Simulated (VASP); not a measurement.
GaN: single point with PBE-based screened hybrid with 25 % exact exchange

GaN:

```
Ga N
1.0
     3.18682    0.00000    0.00000
    -1.59341    2.75986    0.00000
     0.00000    0.00000    5.17996
Ga N
2 2
Direct
  0.66667 0.33333 0.49886
  0.33333 0.66667 0.99886
  0.66667 0.33333 0.87614
  0.33333 0.66667 0.37614
```

```
Program             : VASP 6.6.1
Task                : single point
Functional          : PBE-based screened hybrid with 25 % exact exchange
Potentials or basis : VASP PAW PBE potentials, release 64 (Ga_d, N)
Cutoff              : 520 eV
k mesh              : 5 × 5 × 3
Occupations         : fermi-dirac, width 0.05 eV
Spin                : no spin polarisation
```

The pressure is 0.0 GPa and the band gap on the k mesh is 3.00 eV.

Levels at points of the mesh, in eV from the valence-band top:
```tsv
k point	band 14	band 15	band 16	band 17	band 18	band 19	band 20	band 21	band 22	band 23
(0.00, 0.00, 0.00)	-1.12	-1.12	-0.02	0.00	0.00	3.00	5.45	10.73	11.21	11.21
```

It took 22 min on 1 thread of Intel(R) Xeon(R) Platinum 8488C (Sapphire Rapids), with other jobs on the host, peak memory 0.27 GiB.

Caveat: the k points lie up to 0.46 Å⁻¹ apart; the PAW data sets were made with another functional, which shifts forces and pressure a little.
